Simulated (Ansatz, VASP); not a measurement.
# TiSi2: VASP beside Ansatz

The input INCAR:

```
PREC = Accurate ; ENCUT = 600
EDIFF = 1E-6 ; ISMEAR = -1
SIGMA = 0.05 ; LREAL = False
LASPH = True ; NELM = 150
ALGO = Normal ; ISIF = 3
LWAVE = False ; LCHARG = False
LMAXMIX = 4 ; LDAU = True
LDAUTYPE = 2 ; LDAUL = 2 -1
LDAUU = 6 0 ; LDAUJ = 0 0
LDAUPRINT = 1 ; GGA = PS
IBRION = 2 ; NSW = 60
EDIFFG = -0.01
```

File KPOINTS:

```
Automatic mesh
0
Gamma
  12 12 12
```

POSCAR

```
TiSi2
1.0
   -1.4728720000      1.7121300000      4.2120830000
    1.4728720000     -1.7121300000      4.2120830000
    1.4728720000      1.7121300000     -4.2120830000
Ti Si
1 2
Direct
    0.0000000000      0.0000000000      0.0000000000
    0.6700780000      0.6700780000      0.0000000000
    0.3299220000      0.3299220000      0.0000000000
```

File input.yaml:

```yaml
crystal:
  lattice:
    - [-1.472872, 1.71213, 4.212083]
    - [1.472872, -1.71213, 4.212083]
    - [1.472872, 1.71213, -4.212083]
  atoms:
    - { symbol: Ti, position: [0.0, 0.0, 0.0] }
    - { symbol: Si, position: [0.670078, 0.670078, 0.0] }
    - { symbol: Si, position: [0.329922, 0.329922, 0.0] }
hamiltonian:
  xc: pbesol
  pseudopotentials: { kind: paw }
  hubbard: { sites: [{ species: Ti, l: d, u_eff: 6.0 }] }
kpoints:
  mp_grid: { grid: [12, 12, 12] }
scf:
  occupations: { method: fermi_dirac, width: 0.05 }
output:
  forces: true
  stress: true
  eigenvalues: true
  write_density: true
  write_potential: true
  elf: true
  volumetric_format: npy
relax:
  f_tol: 0.01
  max_steps: 40
  cell: { stress_tol: 0.05 }
```

Alike in both runs: task relaxation of cell and atoms; functional PBEsol; k mesh 12 × 12 × 12; occupations fermi-dirac, width 0.05 eV; no spin polarisation; Hubbard terms Ti d U = 6.0 eV.

|  | VASP | Ansatz |
| --- | --- | --- |
| version | VASP 6.6.1 | Ansatz 0.2.0 |
| potentials or method | VASP PAW PBE potentials, release 64 (Ti_sv, Si) | Ansatz PAW |
| plane-wave cutoff (eV) | 600 | 420 |
| valence electrons in the cell | 20 | 20 |

```csv
,VASP,Ansatz,Ansatz less VASP
"gap on the k mesh at the Fermi level, each at its own relaxed structure (eV)",none,none,-
relaxed volume (Å³/atom),14.52,15.08,+0.563
relaxed length of the cell vector where the two differ most in proportion (Å),4.814,5.084,+0.2697
```

VASP's potentials were made for PBE, not for PBEsol. The programs project onto different local orbitals, so the same U acts differently, and such runs can settle in different states. A gap of «none» marks a metal or a gap that the smearing closes.

Noted on Ansatz's run: the plane-wave basis is chosen anew once the cell has moved, so the energies of steps on either side of that aren't comparable.
